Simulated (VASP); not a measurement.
Crystal: Ta.

```
Ta
1.0
    -1.65128    1.65128    1.65128
     1.65128   -1.65128    1.65128
     1.65128    1.65128   -1.65128
Ta
1
Cartesian
  0.0000 0.0000 0.0000
```

| Item | Value |
| --- | --- |
| Program | VASP 6.6.1 |
| Task | relaxation of cell and atoms |
| Functional | LDA |
| Potentials or basis | VASP PAW LDA potentials, release 64 (Ta_pv) |
| Cutoff | 600 eV |
| k mesh | 11 × 11 × 11 |
| Occupations | fermi-dirac, width 0.05 eV |
| Spin | no spin polarisation |

At the start: pressure -8.6 GPa; volume 18.01 Å³/atom.

Question: How do energy, volume and symmetry change on relaxing?

Answer: Over 4 steps the energy falls by 20.3 meV/atom and the volume is 17.29 Å³/atom (-4.0 %); space group Im-3m (No. 229, to 0.05 Å).

The path:
```csv
step,energy change (eV),largest force (eV/Å),pressure (GPa),volume (Å³)
1,0.0000,0.0000,-8.63,18.01
2,0.1178,0.0000,28.56,15.60
3,-0.0203,0.0000,-0.38,17.31
4,-0.0203,0.0000,-0.04,17.29
```

Final structure:
```cif
data_structure
_symmetry_space_group_name_H-M 'P 1'
_symmetry_Int_Tables_number 1
_cell_length_a 2.8212
_cell_length_b 2.8212
_cell_length_c 2.8212
_cell_angle_alpha 109.471
_cell_angle_beta 109.471
_cell_angle_gamma 109.471
_cell_volume 17.29
loop_
_atom_site_label
_atom_site_type_symbol
_atom_site_fract_x
_atom_site_fract_y
_atom_site_fract_z
_atom_site_occupancy
Ta1 Ta 0.00000 0.00000 0.00000 1
```
